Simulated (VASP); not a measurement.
Here is a VASP 6.6.1 calculation.

INCAR

```
SYSTEM = V
PREC = Accurate
ENCUT = 520
EDIFF = 1E-6
ISMEAR = -1
SIGMA = 0.05
LREAL = .False.
LASPH = .True.
NELM = 150
ALGO = Normal
ISIF = 2
LWAVE = .False.
LCHARG = .False.
ISPIN = 2
MAGMOM = 1
LORBIT = 11
LMAXMIX = 4
NBANDS = 16
```

File KPOINTS:

```
regular mesh
0
Gamma
  25 25 25
  0 0 0
```

POSCAR

```
V
1.0
   -1.4433415743      1.4433415743      1.4433415743
    1.4433415743     -1.4433415743      1.4433415743
    1.4433415743      1.4433415743     -1.4433415743
V
1
Direct
    0.0000000000      0.0000000000      0.0000000000
```

Potentials or basis: VASP PAW LDA potentials, release 64 (V_sv).

Launch:

```bash
$ cat potpaw_LDA.64/V_sv/POTCAR > POTCAR
$ mpirun -np 1 vasp_std > vasp.out
```

Task: What does it give for the pressure?

Result: 9.9 GPa.

Task: Predict the net moment.

Result: 0.00 μB per cell.

Caveat: the cell stands under pressure.
